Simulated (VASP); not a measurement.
# TlBr (Pm-3m) in VASP: a series of runs

Aim: see how the results for TlBr move with the level of theory and the settings. Levels: r2SCAN, HSE06. Tasks: single point.

Everything below comes from runs of VASP 6.6.1. Logs are shortened: lines on timing, memory, paths and dates and some standing lists are left out, and cuts for length are marked.

## Step 1: The cell of the first run

It takes space group Pm-3m (No. 221, cubic). Conventional cell: a = 3.946 Å, b = 3.946 Å, c = 3.946 Å, α = 90.00°, β = 90.00°, γ = 90.00°. Within 4.5 Å of Tl (site symmetry m-3m) lie 8 Br at 3.42 Å and 6 Tl at 3.95 Å. Br (site symmetry m-3m) has 8 Tl at 3.42 Å and 6 Br at 3.95 Å within 4.5 Å.

## Step 2: Single point, r2SCAN

Contents of POSCAR:

```
TlBr
1.0
    3.9461933130      0.0000000000      0.0000000000
    0.0000000000      3.9461933130      0.0000000000
    0.0000000000      0.0000000000      3.9461933130
Tl Br
1 1
Direct
    0.0000000000      0.0000000000      0.0000000000
    0.5000000000      0.5000000000      0.5000000000
```

Contents of INCAR.step1:

```
ALGO = Normal
EDIFF = 1E-5
ENCUT = 550
GGA = PE
GGA_COMPAT = F
ISMEAR = 0
LASPH = T
LCHARG = F
LREAL = F
LWAVE = T
NBANDS = 17
NELM = 120
PREC = Accurate
SIGMA = 0.01
```

Contents of INCAR.step2:

```
ALGO = Normal
EDIFF = 1E-6
ENCUT = 550
GGA_COMPAT = F
ISIF = 2
ISMEAR = 0
ISTART = 1
LASPH = T
LCHARG = F
LMIXTAU = T
LREAL = F
LWAVE = F
METAGGA = R2SCAN
NBANDS = 17
NELM = 120
PREC = Accurate
SIGMA = 0.01
```

Contents of KPOINTS:

```
k-points
0
Gamma
  4 4 4
```

Potentials or basis: VASP PAW PBE potentials, release 64 (Tl_d, Br).

Run with:

```
> cat potpaw_PBE.64/Tl_d/POTCAR potpaw_PBE.64/Br/POTCAR > POTCAR
> cp INCAR.step1 INCAR
> mpirun -np 1 vasp_std > vasp.out
> cp INCAR.step2 INCAR
> mpirun -np 1 vasp_std > vasp.out
```

OUTCAR:

```text
EDIFF = 1E-6
   ENCUT = 550
   ISIF = 2
   ISMEAR = 0
   ISTART = 1
   LASPH = T
   LREAL = F
   METAGGA = R2SCAN
   NELM = 120
   PREC = Accurate

 ion  position               nearest neighbor table
   1  0.000  0.000  0.000-   2 3.42   2 3.42   2 3.42   2 3.42   2 3.42   2 3.42   2 3.42   2 3.42

   2  0.500  0.500  0.500-   1 3.42   1 3.42   1 3.42   1 3.42   1 3.42   1 3.42   1 3.42   1 3.42

  LATTYP: Found a simple cubic cell.
 ALAT       =     3.9461933130

  Lattice vectors:

 A1 = (   3.9461933130,   0.0000000000,   0.0000000000)
 A2 = (   0.0000000000,   3.9461933130,   0.0000000000)
 A3 = (   0.0000000000,   0.0000000000,   3.9461933130)

Analysis of symmetry for initial positions (statically):
=====================================================================
 Subroutine PRICEL returns:
 Original cell was already a primitive cell.

 Routine SETGRP: Setting up the symmetry group for a
 simple cubic supercell.

 Subroutine GETGRP returns: Found 48 space group operations
 (whereof 48 operations were pure point group operations)
 out of a pool of 48 trial point group operations.

The static configuration has the point symmetry O_h .

Analysis of symmetry for dynamics (positions and initial velocities):
=====================================================================
 Subroutine PRICEL returns:
 Original cell was already a primitive cell.

 Routine SETGRP: Setting up the symmetry group for a
 simple cubic supercell.

 Subroutine GETGRP returns: Found 48 space group operations
 (whereof 48 operations were pure point group operations)
 out of a pool of 48 trial point group operations.

The dynamic configuration has the point symmetry O_h .

 Subroutine INISYM returns: Found 48 space group operations
 (whereof 48 operations are pure point group operations),
 and found     1 'primitive' translations

----------------------------------------------------------------------------------------

                                     Primitive cell

  volume of cell :      61.4519

  direct lattice vectors                    reciprocal lattice vectors
     3.946193313  0.000000000  0.000000000     0.253408772  0.000000000  0.000000000
     0.000000000  3.946193313  0.000000000     0.000000000  0.253408772  0.000000000
     0.000000000  0.000000000  3.946193313     0.000000000  0.000000000  0.253408772

  length of vectors
     3.946193313  3.946193313  3.946193313     0.253408772  0.253408772  0.253408772

  position of ions in fractional coordinates (direct lattice)
     0.000000000  0.000000000  0.000000000
     0.500000000  0.500000000  0.500000000

  ion indices of the primitive-cell ions
   primitive index   ion index
                 1           1
                 2           2

----------------------------------------------------------------------------------------

 KPOINTS: k-points

Automatic generation of k-mesh.
 Grid dimensions read from file:
 generate k-points for:    4    4    4

 Generating k-lattice:

  Cartesian coordinates                     Fractional coordinates (reciprocal lattice)
     0.063352193  0.000000000  0.000000000     0.250000000  0.000000000  0.000000000
     0.000000000  0.063352193  0.000000000     0.000000000  0.250000000  0.000000000
     0.000000000  0.000000000  0.063352193     0.000000000  0.000000000  0.250000000

  Length of vectors
     0.063352193  0.063352193  0.063352193

  Shift w.r.t. Gamma in fractional coordinates (k-lattice)
     0.000000000  0.000000000  0.000000000

 Subroutine IBZKPT returns following result:
 ===========================================

 Found     10 irreducible k-points:

 Following reciprocal coordinates:
            Coordinates               Weight
  0.000000  0.000000  0.000000      1.000000
  0.250000  0.000000  0.000000      6.000000
  0.500000  0.000000  0.000000      3.000000
  0.250000  0.250000  0.000000     12.000000
  0.500000  0.250000  0.000000     12.000000
  0.500000  0.500000  0.000000      3.000000
  0.250000  0.250000  0.250000      8.000000
  0.500000  0.250000  0.250000     12.000000
  0.500000  0.500000  0.250000      6.000000
  0.500000  0.500000  0.500000      1.000000
   k-points           NKPTS =     10   k-points in BZ     NKDIM =     10   number of bands    NBANDS=     17
   number of dos      NEDOS =    301   number of ions     NIONS =      2
   total plane-waves  NPLWV =  27000
   dimension x,y,z NGX =    30 NGY =   30 NGZ =   30
   dimension x,y,z NGXF=    60 NGYF=   60 NGZF=   60
   ions per type =               1   1
   NGX,Y,Z   is equivalent  to a cutoff of  12.64, 12.64, 12.64 a.u.
   NGXF,Y,Z  is equivalent  to a cutoff of  25.28, 25.28, 25.28 a.u.
 SYSTEM =  unknown system
   PREC   = accura    normal or accurate (medium, high low for compatibility)
   ISTART =      1    job   : 0-new  1-cont  2-samecut
   ICHARG =      0    charge: 1-file 2-atom 10-const
   ISPIN  =      1    spin polarized calculation?
   LNONCOLLINEAR =      F non collinear calculations
   LSORBIT =      F    spin-orbit coupling
   LASPH  =      T    aspherical Exc in radial PAW
   ENCUT  =  550.0 eV  40.42 Ry    6.36 a.u.   7.55  7.55  7.55*2*pi/ulx,y,z
   NELM   =    120;   NELMIN=  2; NELMDL=  0     # of ELM steps
   EDIFF  = 0.1E-05   stopping-criterion for ELM
   LREAL  =      F    real-space projection
   EDIFFG = 0.1E-04   stopping-criterion for IOM
   NSW    =      0    number of steps for IOM
   IBRION =     -1    ionic relax: 0-MD 1-quasi-New 2-CG
   NFREE  =      0    steps in history (QN), initial steepest desc. (CG)
   ISIF   =      2    stress and relaxation
   ISYM   =      2    0-nonsym 1-usesym 2-fastsym
   POTIM  = 0.5000    time-step for ionic-motion
   TEBEG  =    0.0;   TEEND  =   0.0 temperature during run
   PSTRESS=    0.0 pullay stress
   NELECT =      20.0000    total number of electrons
   NUPDOWN=      -1.0000    fix difference up-down
   EMIN   =  10.00;   EMAX   =-10.00  energy-range for DOS
   EFERMI =   0.00;   METHOD = LEGACY
   ISMEAR =     0;   SIGMA  =   0.01  broadening in eV -4-tet -1-fermi 0-gaus
   EFERMI_NEDOS =   21; number of points for ismear=-14 and -15
   IALGO  =     38    algorithm
   IMIX   =      4    mixing-type and parameters
     AMIX     =   0.40;   BMIX     =  1.00
     AMIX_MAG =   1.60;   BMIX_MAG =  1.00
  volume/ion in A,a.u.               =      30.73       207.35
  Fermi-wavevector in a.u.,A,eV,Ry     =   1.126090  2.128002 17.253261  1.268079
  Thomas-Fermi vector in A             =   2.262770
   LORBIT       =      0    0 simple, 1 ext, 2 COOP (PROOUT), +10 PAW based schemes
   METAGGA = R2SCAN    functional components
   LHFCALC =     F    Hartree Fock is set to
   AEXX    =    0.0000 exact exchange contribution
   IVDW    =     0    specifies the selected vdW correction
   LEPSILON=     F    determine dielectric tensor
   LRPA    =     F    only Hartree local field effects (RPA)
 non-spin polarized calculation
 Gauss-broadening in eV      SIGMA  =   0.01
  energy-cutoff  :      550.00
  volume of cell :       61.45
 maximum number of plane-waves:      1856
   NGX = 15   NGY = 15   NGZ = 15

 number of electron      20.0000001 magnetization

 Free energy of the ion-electron system (eV)
  ---------------------------------------------------
  ext. energy  EPLUGINS =         0.00000000
  ---------------------------------------------------
  free energy    TOTEN  =       -68.36364261 eV

  energy without entropy =      -68.36364261  energy(sigma->0) =      -68.36364261

 E-fermi :   2.4426     XC(G=0):  -9.5535

 val. band max:        2.3732428289   @ k =   0.5000   0.0000   0.0000
 cond. band min:       4.6030651775   @ k =   0.5000   0.0000   0.0000
 fundamental gap:      2.2298223485
 Fermi energy:         2.4425623474

 k-point     1 :       0.0000    0.0000    0.0000
  band No.  band energies     occupation
      1     -12.0177      2.00000
      2      -8.1564      2.00000
      3      -8.1564      2.00000
      4      -7.9610      2.00000
      5      -7.9610      2.00000
      6      -7.9610      2.00000
[... 9 lines left out ...]
     16      14.5624      0.00000
     17      16.5635      0.00000

 k-point     2 :       0.2500    0.0000    0.0000
  band No.  band energies     occupation
      1     -11.8903      2.00000
      2      -8.1509      2.00000
      3      -8.0861      2.00000
      4      -7.9942      2.00000
      5      -7.9942      2.00000
      6      -7.9580      2.00000
[... 9 lines left out ...]
     16      15.1812      0.00000
     17      16.4010      0.00000

 k-point     3 :       0.5000    0.0000    0.0000
  band No.  band energies     occupation
      1     -11.7535      2.00000
      2      -8.1454      2.00000
      3      -8.0269      2.00000
      4      -8.0269      2.00000
      5      -8.0196      2.00000
      6      -7.9551      2.00000
[... 9 lines left out ...]
     16      16.6101      0.00000
     17      16.6369      0.00000

 k-point     4 :       0.2500    0.2500    0.0000
  band No.  band energies     occupation
      1     -11.7930      2.00000
      2      -8.1154      2.00000
      3      -8.0401      2.00000
      4      -7.9973      2.00000
      5      -7.9914      2.00000
      6      -7.9841      2.00000
[... 9 lines left out ...]
     16      13.9148      0.00000
     17      14.4235      0.00000

 k-point     5 :       0.5000    0.2500    0.0000
  band No.  band energies     occupation
      1     -11.6913      2.00000
      2      -8.1019      2.00000
      3      -8.0171      2.00000
      4      -7.9951      2.00000
      5      -7.9813      2.00000
      6      -7.9736      2.00000
[... 9 lines left out ...]
     16      14.5135      0.00000
     17      15.3069      0.00000

 k-point     6 :       0.5000    0.5000    0.0000
  band No.  band energies     occupation
      1     -11.6279      2.00000
      2      -8.0777      2.00000
      3      -8.0073      2.00000
      4      -8.0073      2.00000
      5      -7.9560      2.00000
      6      -7.9096      2.00000
[... 9 lines left out ...]
     16      13.5209      0.00000
     17      13.5209      0.00000

 k-point     7 :       0.2500    0.2500    0.2500
  band No.  band energies     occupation
      1     -11.7033      2.00000
      2      -8.0393      2.00000
      3      -8.0393      2.00000
      4      -8.0219      2.00000
      5      -8.0219      2.00000
      6      -7.9704      2.00000
[... 9 lines left out ...]
     16      14.2159      0.00000
     17      16.8235      0.00000

 k-point     8 :       0.5000    0.2500    0.2500
  band No.  band energies     occupation
      1     -11.6098      2.00000
      2      -8.0667      2.00000
      3      -8.0305      2.00000
      4      -8.0213      2.00000
      5      -7.9820      2.00000
      6      -7.9561      2.00000
[... 9 lines left out ...]
     16      14.0929      0.00000
     17      17.6210      0.00000

 k-point     9 :       0.5000    0.5000    0.2500
  band No.  band energies     occupation
      1     -11.5248      2.00000
      2      -8.0586      2.00000
      3      -8.0586      2.00000
      4      -8.0279      2.00000
      5      -7.9921      2.00000
      6      -7.9080      2.00000
[... 9 lines left out ...]
     16      15.0524      0.00000
     17      17.8951      0.00000

 k-point    10 :       0.5000    0.5000    0.5000
  band No.  band energies     occupation
      1     -11.4144      2.00000
      2      -8.1083      2.00000
      3      -8.1083      2.00000
      4      -8.1083      2.00000
      5      -7.9065      2.00000
      6      -7.9065      2.00000
[... 9 lines left out ...]
     16      16.2751      0.00000
     17      19.8858      0.00000

------------------------ aborting loop because EDIFF is reached ----------------------------------------

  FORCE on cell =-STRESS in cart. coord.  units (eV):
  Direction    XX          YY          ZZ          XY          YZ          ZX
  --------------------------------------------------------------------------------------
  -------------------------------------------------------------------------------------
  Total        0.4281663      0.4281663      0.4281663     -0.0000000      0.0000000      0.0000000
  in kB       11.1631828     11.1631828     11.1631828     -0.0000000      0.0000000      0.0000000
  external PRESSURE =      11.1631828 kB  Pullay stress =       0.0000000 kB

 VOLUME and BASIS-vectors are now :
 -----------------------------------------------------------------------------
  energy-cutoff  :      550.00
  volume of cell :       61.45
      direct lattice vectors                 reciprocal lattice vectors
     3.946193313  0.000000000  0.000000000     0.253408772  0.000000000  0.000000000
     0.000000000  3.946193313  0.000000000     0.000000000  0.253408772  0.000000000
     0.000000000  0.000000000  3.946193313     0.000000000  0.000000000  0.253408772

 POSITION                                       TOTAL-FORCE (eV/Angst)
 -----------------------------------------------------------------------------------
      0.00000      0.00000      0.00000         0.000000      0.000000      0.000000
      1.97310      1.97310      1.97310         0.000000      0.000000      0.000000
 -----------------------------------------------------------------------------------
    total drift:                                0.000000     -0.000000     -0.000000

  FREE ENERGIE OF THE ION-ELECTRON SYSTEM (eV)
  ---------------------------------------------------
  free  energy   TOTEN  =       -68.3636426085 eV

  energy  without entropy=      -68.3636426085  energy(sigma->0) =      -68.36364261
```

Wall time 24 s (1 thread of Intel Xeon Platinum 8375C at 2.90GHz (Ice Lake), shared host); peak memory 0.17 GiB.

What came out:

```
Free energy            : -68.3636 eV
Pressure               : 1.1 GPa
Band gap on the k mesh : 2.23 eV, direct
```

Levels at points of the mesh, in eV from the valence-band top:
```tsv
k point	band 6	band 7	band 8	band 9	band 10	band 11	band 12	band 13	band 14	band 15
(0.00, 0.00, 0.00)	-10.33	-4.67	-1.48	-1.48	-1.48	7.48	7.48	7.81	7.81	7.81
(0.50, 0.00, 0.00)	-10.33	-5.76	-0.96	-0.96	0.00	2.23	6.22	6.22	8.49	11.09
(0.50, 0.50, 0.00)	-10.28	-3.79	-3.16	-3.16	-0.87	5.29	5.29	7.95	8.33	11.02
(0.50, 0.50, 0.50)	-10.28	-2.74	-2.13	-2.13	-2.13	2.40	2.40	2.40	13.90	13.90
```

Caveat: the PAW data sets were made with another functional, which shifts forces and pressure a little; spin-orbit coupling is left out, which moves the levels of the heavy elements.

## Step 3: Single point, HSE06

POSCAR is that of step 2.

Contents of INCAR.step1:

```
SYSTEM = TlBr
PREC = Accurate
ENCUT = 400
EDIFF = 1E-5
ISMEAR = 0
SIGMA = 0.01
LREAL = .False.
LASPH = .True.
NELM = 120
ALGO = Normal
ISIF = 2
LWAVE = .True.
LCHARG = .False.
GGA = PE
NBANDS = 17
GGA_COMPAT = .False.
```

Contents of INCAR.step2:

```
SYSTEM = TlBr
PREC = Accurate
ENCUT = 400
EDIFF = 1E-6
ISMEAR = 0
SIGMA = 0.01
LREAL = .False.
LASPH = .True.
NELM = 120
ALGO = Normal
ISIF = 2
LWAVE = .False.
LCHARG = .False.
GGA = PE
LHFCALC = .True.
HFSCREEN = 0.2079
PRECFOCK = Normal
ISTART = 1
NBANDS = 17
GGA_COMPAT = .False.
```

Contents of KPOINTS:

```
regular mesh
0
Gamma
  4 4 4
  0 0 0
```

Potentials or basis: VASP PAW PBE potentials, release 64 (Tl_d, Br).

Run with:

```
> cat potpaw_PBE.64/Tl_d/POTCAR potpaw_PBE.64/Br/POTCAR > POTCAR
> cp INCAR.step1 INCAR
> mpirun -np 1 vasp_std > vasp.out
> cp INCAR.step2 INCAR
> mpirun -np 1 vasp_std > vasp.out
```

OUTCAR:

```text
SYSTEM = TlBr
   PREC = Accurate
   ENCUT = 400
   EDIFF = 1E-6
   ISMEAR = 0
   LREAL = .False.
   LASPH = .True.
   NELM = 120
   ISIF = 2
   GGA = PE
   LHFCALC = .True.
   HFSCREEN = 0.2079
   PRECFOCK = Normal
   ISTART = 1

 ion  position               nearest neighbor table
   1  0.000  0.000  0.000-   2 3.42   2 3.42   2 3.42   2 3.42   2 3.42   2 3.42   2 3.42   2 3.42

   2  0.500  0.500  0.500-   1 3.42   1 3.42   1 3.42   1 3.42   1 3.42   1 3.42   1 3.42   1 3.42

  LATTYP: Found a simple cubic cell.
[... 384 lines left out ...]

  FORCE on cell =-STRESS in cart. coord.  units (eV):
  Direction    XX          YY          ZZ          XY          YZ          ZX
  --------------------------------------------------------------------------------------
  -------------------------------------------------------------------------------------
  Total        0.6205031      0.6205031      0.6205031     -0.0000000     -0.0000000     -0.0000000
  in kB       16.1778000     16.1778000     16.1778000     -0.0000000     -0.0000000     -0.0000000
  external PRESSURE =      16.1778000 kB  Pullay stress =       0.0000000 kB

 VOLUME and BASIS-vectors are now :
 -----------------------------------------------------------------------------
  energy-cutoff  :      400.00
  volume of cell :       61.45
      direct lattice vectors                 reciprocal lattice vectors
     3.946193313  0.000000000  0.000000000     0.253408772  0.000000000  0.000000000
     0.000000000  3.946193313  0.000000000     0.000000000  0.253408772  0.000000000
     0.000000000  0.000000000  3.946193313     0.000000000  0.000000000  0.253408772

 POSITION                                       TOTAL-FORCE (eV/Angst)
 -----------------------------------------------------------------------------------
      0.00000      0.00000      0.00000         0.000000      0.000000      0.000000
      1.97310      1.97310      1.97310         0.000000      0.000000      0.000000
 -----------------------------------------------------------------------------------
    total drift:                                0.000000      0.000000      0.000000

  FREE ENERGIE OF THE ION-ELECTRON SYSTEM (eV)
  ---------------------------------------------------
  free  energy   TOTEN  =        -6.5644063916 eV

  energy  without entropy=       -6.5644063916  energy(sigma->0) =       -6.56440639
```

OSZICAR.step1:

```text
N       E                     dE             d eps       ncg     rms          rms(c)
DAV:   1     0.834327090510E+02    0.83433E+02   -0.83473E+03   348   0.821E+02
DAV:   2    -0.296089612013E+01   -0.86394E+02   -0.84593E+02   432   0.204E+02
DAV:   3    -0.574373201892E+01   -0.27828E+01   -0.27750E+01   378   0.325E+01
DAV:   4    -0.575950879041E+01   -0.15777E-01   -0.15776E-01   451   0.298E+00
DAV:   5    -0.575965340492E+01   -0.14461E-03   -0.14461E-03   387   0.268E-01    0.291E+00
DAV:   6    -0.552754548498E+01    0.23211E+00   -0.34308E-01   361   0.292E+00    0.170E+00
DAV:   7    -0.550305721987E+01    0.24488E-01   -0.11872E-01   367   0.148E+00    0.886E-01
DAV:   8    -0.550372784939E+01   -0.67063E-03   -0.14591E-02   378   0.777E-01    0.167E-01
DAV:   9    -0.550349516438E+01    0.23269E-03   -0.10449E-03   366   0.179E-01    0.688E-02
DAV:  10    -0.550360757845E+01   -0.11241E-03   -0.22790E-04   371   0.788E-02    0.179E-02
DAV:  11    -0.550360923069E+01   -0.16522E-05   -0.25197E-05   319   0.340E-02
   1 F= -.55036092E+01 E0= -.55036092E+01  d E =-.305179E-57
```

Run time: 4.6 min. Hardware: 1 thread of Intel Xeon Platinum 8375C at 2.90GHz (Ice Lake), shared host; peak memory 0.26 GiB.

What came out:

```yaml
Free_energy: -6.5644 eV
Pressure: 1.6 GPa
Band_gap_on_the_k_mesh: 2.47 eV, direct
```

Caveat: the PAW data sets were made with another functional, which shifts forces and pressure a little; spin-orbit coupling is left out, which moves the levels of the heavy elements. A k mesh can miss the band edges.
